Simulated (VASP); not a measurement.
Set up this calculation in VASP 6.6.1, as the native input.

```yaml
Task: single point
Functional: PBE
Potentials_or_basis: VASP PAW PBE potentials, release 64 (B, Se)
Cutoff: 500 eV
k_mesh: 20 × 20 × 20
Occupations: gaussian, width 0.1 eV
Spin: no spin polarisation
Dipole_correction: no
Further_INCAR_settings: ALGO = Normal; EDIFF = 1e-06; NBANDS = 12
```

The structure of BSe lies in POSCAR:

```
BSe
1.0
    0.0000000000      2.3524722493      2.3524722493
    2.3524722493      0.0000000000      2.3524722493
    2.3524722493      2.3524722493      0.0000000000
B Se
1 1
Direct
    0.0000000000      0.0000000000      0.0000000000
    0.5000000000      0.5000000000      0.5000000000
```

One way to write it, as run:

INCAR

```
ALGO = Normal
EDIFF = 1E-6
ENCUT = 500
GGA = PE
GGA_COMPAT = False
ISIF = 2
ISMEAR = 0
LASPH = True
LCHARG = True
LELF = True
LREAL = False
LVHAR = True
LWAVE = False
NBANDS = 12
NELM = 120
PREC = Accurate
SIGMA = 0.1
```

KPOINTS

```
k-points
0
Gamma
  20 20 20
```

Potentials or basis: VASP PAW PBE potentials, release 64 (B, Se).

Run with:

```bash
$ cat potpaw_PBE.64/B/POTCAR potpaw_PBE.64/Se/POTCAR > POTCAR
$ mpirun -np 1 vasp_std > vasp.out
```

It gave:

* Pressure: 0.1 GPa
* Band gap on the k mesh: zero (an odd number of electrons rules out a gap without spin polarisation)

Run time: 39 s on 1 thread of AMD EPYC 7R13 Processor (Zen 3), on a shared host, peak memory 0.16 GiB.
